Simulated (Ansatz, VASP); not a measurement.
## One calculation of La2O3, two programs

INCAR

```
SYSTEM = La2O3
PREC = Accurate
ENCUT = 520
EDIFF = 1E-6
ISMEAR = -1
SIGMA = 0.05
LREAL = .FALSE.
LASPH = .TRUE.
NELM = 80
ALGO = Normal
ISIF = 2
LWAVE = .FALSE.
LCHARG = .FALSE.
NBANDS = 28
```

Contents of KPOINTS:

```
Automatic mesh
0
G
  5 5 8
  0 0 0
```

The input POSCAR:

```
La2O3
1.0
    6.3275179181      0.0000000000      0.0000000000
   -3.1637589590      5.4797912600      0.0000000000
    0.0000000000      0.0000000000      3.2678137186
La O
2 3
Direct
    0.6666666667      0.3333333333      0.4981030000
    0.3333333333      0.6666666667      0.5018970000
    0.5046070000      0.0000000000      0.0000000000
    0.0000000000      0.5046070000      0.0000000000
    0.4953930000      0.4953930000      0.0000000000
```

Contents of input.yaml:

```yaml
crystal:
  lattice:
    - [6.3275179181, 0.0, 0.0]
    - [-3.163758959, 5.47979126, 0.0]
    - [0.0, 0.0, 3.2678137186]
  atoms:
    - { symbol: La, position: [0.6666666667, 0.3333333333, 0.498103] }
    - { symbol: La, position: [0.3333333333, 0.6666666667, 0.501897] }
    - { symbol: O, position: [0.504607, 0.0, 0.0] }
    - { symbol: O, position: [0.0, 0.504607, 0.0] }
    - { symbol: O, position: [0.495393, 0.495393, 0.0] }
kpoints:
  mp_grid: { grid: [5, 5, 8] }
scf:
  occupations: { method: fermi_dirac, width: 0.05 }
hamiltonian:
  xc: lda
  pseudopotentials: { kind: all_electron, lapw: { basis_error: 0.002 } }
output:
  forces: true
  stress: true
  eigenvalues: true
```

Change from the starting cell: volume scaled by 0.98.

Alike in both runs: task single point; functional LDA; k mesh 5 × 5 × 8; occupations fermi-dirac, width 0.05 eV; no spin polarisation.

|  | VASP | Ansatz |
| --- | --- | --- |
| version | VASP 6.6.1 | Ansatz 0.2.0 |
| potentials or method | VASP PAW LDA potentials, release 64 (La, O), cutoff 520 eV | all-electron LAPW, scalar-relativistic |

```csv
,VASP,Ansatz,Ansatz less VASP
gap on the k mesh at the Fermi level (eV),1.39,1.39,+0.003
least direct gap on the mesh (eV),1.90,1.90,+0.004
pressure (GPa),-3.5,-3.4,+0.06
"traceless stress, the component that is largest in VASP (GPa)",-1.08,-1.10,-0.018
rms of the force components (eV/Å),0.021,0.021,0.0000
```

LDA's correlation is that of Perdew and Zunger in VASP and of Perdew and Wang (1992) in Ansatz. Atom by atom the forces differ by 0.000 eV/Å (rms over components). Ansatz ran all-electron here, and VASP with PAW potentials.

Spin-orbit coupling is off throughout.
